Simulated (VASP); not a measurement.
# Zn3PbN (Pm-3m) in VASP: a series of runs, part 2 of 3

VASP 6.6.1. Earlier steps stand in the parts before.

### Step 3. Relaxation of cell and atoms, PBE

This run uses another cell than the first one, of 28.46 Å³/atom.

INCAR reads:

```
PREC = Accurate
ENCUT = 600
EDIFF = 1E-7
ISMEAR = 0
SIGMA = 0.1
LREAL = False
LASPH = True
NELM = 100
ALGO = Normal
ISIF = 3
LWAVE = False
LCHARG = False
GGA = PE
IBRION = 2
NSW = 100
EDIFFG = -0.005
```

KPOINTS reads:

```
regular mesh
0
Gamma
  8 8 8
```

POSCAR reads:

```
Zn3PbN
1.0
    5.2207749440      0.0000000000      0.0000000000
    0.0000000000      5.2207749440      0.0000000000
    0.0000000000      0.0000000000      5.2207749440
Zn Pb N
3 1 1
Direct
    0.0000000000      0.5000000000      0.5000000000
    0.5000000000      0.0000000000      0.5000000000
    0.5000000000      0.5000000000      0.0000000000
    0.5000000000      0.5000000000      0.5000000000
    0.0000000000      0.0000000000      0.0000000000
```

Potentials or basis: VASP PAW PBE potentials, release 64 (Zn, Pb_d, N).

Launch:

```sh
$ cat potpaw_PBE.64/Zn/POTCAR potpaw_PBE.64/Pb_d/POTCAR potpaw_PBE.64/N/POTCAR > POTCAR
$ mpirun -np 1 vasp_std > vasp.out
```

OUTCAR:

```text
PREC = Accurate
   ENCUT = 600
   EDIFF = 1E-7
   ISMEAR = 0
   LREAL = False
   LASPH = True
   NELM = 100
   ISIF = 3
   GGA = PE
   IBRION = 2
   NSW = 100
   EDIFFG = -0.005

 ion  position               nearest neighbor table
   1  0.000  0.500  0.500-   4 2.61   4 2.61
   2  0.500  0.000  0.500-   4 2.61   4 2.61
   3  0.500  0.500  0.000-   4 2.61   4 2.61
   4  0.500  0.500  0.500-   1 2.61   2 2.61   3 2.61   3 2.61   2 2.61   1 2.61
   5  0.000  0.000  0.000-

  LATTYP: Found a simple cubic cell.
 ALAT       =     5.2207749440

  Lattice vectors:

 A1 = (   5.2207749440,   0.0000000000,   0.0000000000)
 A2 = (   0.0000000000,   5.2207749440,   0.0000000000)
 A3 = (   0.0000000000,   0.0000000000,   5.2207749440)

Analysis of symmetry for initial positions (statically):
=====================================================================
 Subroutine PRICEL returns:
 Original cell was already a primitive cell.

 Routine SETGRP: Setting up the symmetry group for a
 simple cubic supercell.

 Subroutine GETGRP returns: Found 48 space group operations
 (whereof 48 operations were pure point group operations)
 out of a pool of 48 trial point group operations.

The static configuration has the point symmetry O_h .

Analysis of symmetry for dynamics (positions and initial velocities):
=====================================================================
 Subroutine PRICEL returns:
 Original cell was already a primitive cell.

 Routine SETGRP: Setting up the symmetry group for a
 simple cubic supercell.

 Subroutine GETGRP returns: Found 48 space group operations
 (whereof 48 operations were pure point group operations)
 out of a pool of 48 trial point group operations.

The dynamic configuration has the point symmetry O_h .

 Subroutine INISYM returns: Found 48 space group operations
 (whereof 48 operations are pure point group operations),
 and found     1 'primitive' translations

----------------------------------------------------------------------------------------

                                     Primitive cell

  volume of cell :     142.3000

  direct lattice vectors                    reciprocal lattice vectors
     5.220774944  0.000000000  0.000000000     0.191542445  0.000000000  0.000000000
     0.000000000  5.220774944  0.000000000     0.000000000  0.191542445  0.000000000
     0.000000000  0.000000000  5.220774944     0.000000000  0.000000000  0.191542445

  length of vectors
     5.220774944  5.220774944  5.220774944     0.191542445  0.191542445  0.191542445

  position of ions in fractional coordinates (direct lattice)
     0.000000000  0.500000000  0.500000000
     0.500000000  0.000000000  0.500000000
     0.500000000  0.500000000  0.000000000
     0.500000000  0.500000000  0.500000000
     0.000000000  0.000000000  0.000000000

  ion indices of the primitive-cell ions
   primitive index   ion index
                 1           1
                 2           2
                 3           3
                 4           4
                 5           5

[... 50 lines left out ...]
  0.375000  0.375000  0.125000     24.000000
  0.500000  0.375000  0.125000     24.000000
 [... further k-points ...]
   k-points           NKPTS =     35   k-points in BZ     NKDIM =     35   number of bands    NBANDS=     33
   number of dos      NEDOS =    301   number of ions     NIONS =      5
   total plane-waves  NPLWV =  74088
   dimension x,y,z NGX =    42 NGY =   42 NGZ =   42
   dimension x,y,z NGXF=    84 NGYF=   84 NGZF=   84
   ions per type =               3   1   1
   NGX,Y,Z   is equivalent  to a cutoff of  13.37, 13.37, 13.37 a.u.
   NGXF,Y,Z  is equivalent  to a cutoff of  26.75, 26.75, 26.75 a.u.
 SYSTEM =  unknown system
   PREC   = accura    normal or accurate (medium, high low for compatibility)
   ISTART =      0    job   : 0-new  1-cont  2-samecut
   ICHARG =      2    charge: 1-file 2-atom 10-const
   ISPIN  =      1    spin polarized calculation?
   LNONCOLLINEAR =      F non collinear calculations
   LSORBIT =      F    spin-orbit coupling
   LASPH  =      T    aspherical Exc in radial PAW
   ENCUT  =  600.0 eV  44.10 Ry    6.64 a.u.  10.43 10.43 10.43*2*pi/ulx,y,z
   NELM   =    100;   NELMIN=  2; NELMDL= -5     # of ELM steps
   EDIFF  = 0.1E-06   stopping-criterion for ELM
   LREAL  =      F    real-space projection
   EDIFFG = -.5E-02   stopping-criterion for IOM
   NSW    =    100    number of steps for IOM
   IBRION =      2    ionic relax: 0-MD 1-quasi-New 2-CG
   NFREE  =      1    steps in history (QN), initial steepest desc. (CG)
   ISIF   =      3    stress and relaxation
   ISYM   =      2    0-nonsym 1-usesym 2-fastsym
   POTIM  = 0.5000    time-step for ionic-motion
   TEBEG  =    0.0;   TEEND  =   0.0 temperature during run
   PSTRESS=    0.0 pullay stress
   NELECT =      55.0000    total number of electrons
   NUPDOWN=      -1.0000    fix difference up-down
   EMIN   =  10.00;   EMAX   =-10.00  energy-range for DOS
   EFERMI =   0.00;   METHOD = LEGACY
   ISMEAR =     0;   SIGMA  =   0.10  broadening in eV -4-tet -1-fermi 0-gaus
   EFERMI_NEDOS =   21; number of points for ismear=-14 and -15
   IALGO  =     38    algorithm
   IMIX   =      4    mixing-type and parameters
     AMIX     =   0.40;   BMIX     =  1.00
     AMIX_MAG =   1.60;   BMIX_MAG =  1.00
  volume/ion in A,a.u.               =      28.46       192.06
  Fermi-wavevector in a.u.,A,eV,Ry     =   1.192507  2.253511 19.348461  1.422072
  Thomas-Fermi vector in A             =   2.328543
   LORBIT       =      0    0 simple, 1 ext, 2 COOP (PROOUT), +10 PAW based schemes
   GGA     = PE    functional components
   LHFCALC =     F    Hartree Fock is set to
   AEXX    =    0.0000 exact exchange contribution
   IVDW    =     0    specifies the selected vdW correction
   LEPSILON=     F    determine dielectric tensor
   LRPA    =     F    only Hartree local field effects (RPA)
 conjugate gradient relaxation of ions
 non-spin polarized calculation
 Gauss-broadening in eV      SIGMA  =   0.10
  energy-cutoff  :      600.00
  volume of cell :      142.30
 maximum number of plane-waves:      4780
 NGX is ok and might be reduce to    42
   NGX = 21   NGY = 21   NGZ = 21

--------------------------------------- Ionic step        1  -------------------------------------------

 number of electron      55.0000047 magnetization

 Free energy of the ion-electron system (eV)
  ---------------------------------------------------
  ext. energy  EPLUGINS =         0.00000000
  ---------------------------------------------------
  free energy    TOTEN  =        -6.66399844 eV

  energy without entropy =       -6.59596891  energy(sigma->0) =       -6.62998368

------------------------ aborting loop because EDIFF is reached ----------------------------------------

  FORCE on cell =-STRESS in cart. coord.  units (eV):
  Direction    XX          YY          ZZ          XY          YZ          ZX
  --------------------------------------------------------------------------------------
  -------------------------------------------------------------------------------------
  Total        0.2541853      0.2541853      0.2541853     -0.0000000     -0.0000000      0.0000000
  in kB        2.8619107      2.8619107      2.8619107     -0.0000000     -0.0000000      0.0000000
  external PRESSURE =       2.8619107 kB  Pullay stress =       0.0000000 kB
[... 65 lines left out ...]
--------------------------------------- Ionic step        3  -------------------------------------------

 number of electron      55.0000074 magnetization

 Free energy of the ion-electron system (eV)
  ---------------------------------------------------
  ext. energy  EPLUGINS =         0.00000000
  ---------------------------------------------------
  free energy    TOTEN  =        -6.66590813 eV

  energy without entropy =       -6.59668323  energy(sigma->0) =       -6.63129568

 E-fermi :   0.5737     XC(G=0):  -8.2712

 val. band max:        0.5732655153   @ k =   0.2500   0.2500   0.1250
 cond. band min:       0.5754199053   @ k =   0.3750   0.3750   0.1250
 fundamental gap:      0.0021543900
 Fermi energy:         0.5737365865

 k-point     1 :       0.0000    0.0000    0.0000
  band No.  band energies     occupation
      1     -16.6724      2.00000
      2     -16.6724      2.00000
      3     -16.4740      2.00000
      4     -16.4740      2.00000
      5     -16.4740      2.00000
      6     -10.6920      2.00000
[... 853 lines left out ...]
     32       3.6293      0.00000
     33       4.8204      0.00000

 [... further k-points ...]

------------------------ aborting loop because EDIFF is reached ----------------------------------------

  FORCE on cell =-STRESS in cart. coord.  units (eV):
  Direction    XX          YY          ZZ          XY          YZ          ZX
  --------------------------------------------------------------------------------------
  -------------------------------------------------------------------------------------
  Total        0.0120562      0.0120562      0.0120562      0.0000000      0.0000000      0.0000000
  in kB        0.1338451      0.1338451      0.1338451      0.0000000      0.0000000      0.0000000
  external PRESSURE =       0.1338451 kB  Pullay stress =       0.0000000 kB
[... 20 lines left out ...]
  FREE ENERGIE OF THE ION-ELECTRON SYSTEM (eV)
  ---------------------------------------------------
  free  energy   TOTEN  =        -6.6659081306 eV

  energy  without entropy=       -6.5966832330  energy(sigma->0) =       -6.63129568

 reached required accuracy - stopping structural energy minimisation
```

OSZICAR:

```text
N       E                     dE             d eps       ncg     rms          rms(c)
DAV:   1     0.435453193866E+03    0.43545E+03   -0.28405E+04  2310   0.216E+03
DAV:   2     0.365143441794E+02   -0.39894E+03   -0.39396E+03  2318   0.463E+02
DAV:   3    -0.809965245809E+01   -0.44614E+02   -0.43927E+02  2854   0.148E+02
[... 34 lines left out ...]
DAV:   6    -0.666590905695E+01    0.65947E-04   -0.32815E-04  2967   0.108E-01    0.169E-02
DAV:   7    -0.666590728887E+01    0.17681E-05   -0.51269E-05  2637   0.342E-02    0.496E-03
DAV:   8    -0.666590852512E+01   -0.12362E-05   -0.54006E-06  2652   0.139E-02    0.245E-03
DAV:   9    -0.666590808686E+01    0.43826E-06   -0.14483E-06  2596   0.993E-03    0.919E-04
DAV:  10    -0.666590813062E+01   -0.43765E-07   -0.15691E-07  1636   0.194E-03
   3 F= -.66659081E+01 E0= -.66312957E+01  d E =-.190969E-02
```

CONTCAR:

```text
Zn3PbN
   1.00000000000000
     5.2453358777437016    0.0000000000000000    0.0000000000000000
    -0.0000000000000000    5.2453358777437016    0.0000000000000000
     0.0000000000000000   -0.0000000000000000    5.2453358777437016
  Zn              Pb              N
     3     1     1
Direct
     0.0000000000000000    0.5000000000000000    0.5000000000000000
     0.5000000000000000    0.0000000000000000    0.5000000000000000
     0.5000000000000000    0.5000000000000000    0.0000000000000000
     0.5000000000000000    0.5000000000000000    0.5000000000000000
     0.0000000000000000    0.0000000000000000    0.0000000000000000

  0.00000000E+00  0.00000000E+00  0.00000000E+00
  0.00000000E+00  0.00000000E+00  0.00000000E+00
  0.00000000E+00  0.00000000E+00  0.00000000E+00
  0.00000000E+00  0.00000000E+00  0.00000000E+00
  0.00000000E+00  0.00000000E+00  0.00000000E+00
```

Run time: 6.3 min. Hardware: 1 thread of AMD EPYC 9R45 (Zen 5), shared host; peak memory 0.37 GiB.

What came out:

| Property | Result |
| --- | --- |
| Free energy | -6.6659 eV |
| Relaxed volume | 28.86 Å³/atom |
| Relaxed cell | a = 5.245 Å, b = 5.245 Å, c = 5.245 Å, α = 90.00°, β = 90.00°, γ = 90.00° |
| Space group after relaxing (to 0.1 Å) | Pm-3m (No. 221) |
| Energy gained by relaxing | 0.4 meV/atom |
| Ionic steps | 3 |
| Pressure after relaxing | 0.0 GPa |
| Band gap on the k mesh | zero (an odd number of electrons rules out a gap without spin polarisation) |

Step by step:
```
step  energy change (eV)  largest force (eV/Å)  pressure (GPa)  volume (Å³)
   1              0.0000                0.0000            0.29       142.30
   2             -0.0014                0.0000            0.15       143.35
   3             -0.0019                0.0000            0.01       144.32
```

Final structure:
```cif
data_structure
_symmetry_space_group_name_H-M 'P 1'
_symmetry_Int_Tables_number 1
_cell_length_a 5.2453
_cell_length_b 5.2453
_cell_length_c 5.2453
_cell_angle_alpha 90.000
_cell_angle_beta 90.000
_cell_angle_gamma 90.000
_cell_volume 144.32
loop_
_atom_site_label
_atom_site_type_symbol
_atom_site_fract_x
_atom_site_fract_y
_atom_site_fract_z
_atom_site_occupancy
Zn1 Zn 0.00000 0.50000 0.50000 1
Zn2 Zn 0.50000 0.00000 0.50000 1
Zn3 Zn 0.50000 0.50000 0.00000 1
Pb1 Pb 0.50000 0.50000 0.50000 1
N1 N 0.00000 0.00000 0.00000 1
```

Levels at points of the mesh, in eV from the Fermi level:
```
           k point  band 25  band 26  band 27  band 28  band 29  band 30  band 31  band 32
(0.00, 0.00, 0.00)    -2.05    -1.09    -1.09    -0.14     0.13     0.13     0.13     4.88
(0.50, 0.00, 0.00)    -1.57    -1.14    -0.91    -0.12    -0.12     0.98     3.47     3.75
(0.50, 0.50, 0.00)    -1.17    -0.56     0.00     0.03     0.03     0.93     3.41     3.41
(0.50, 0.50, 0.50)    -3.84    -0.80    -0.80    -0.80     2.25     2.25     2.25     6.43
```

Caveat: spin-orbit coupling is left out, which moves the levels of the heavy elements.

[end of part 2 of 3]
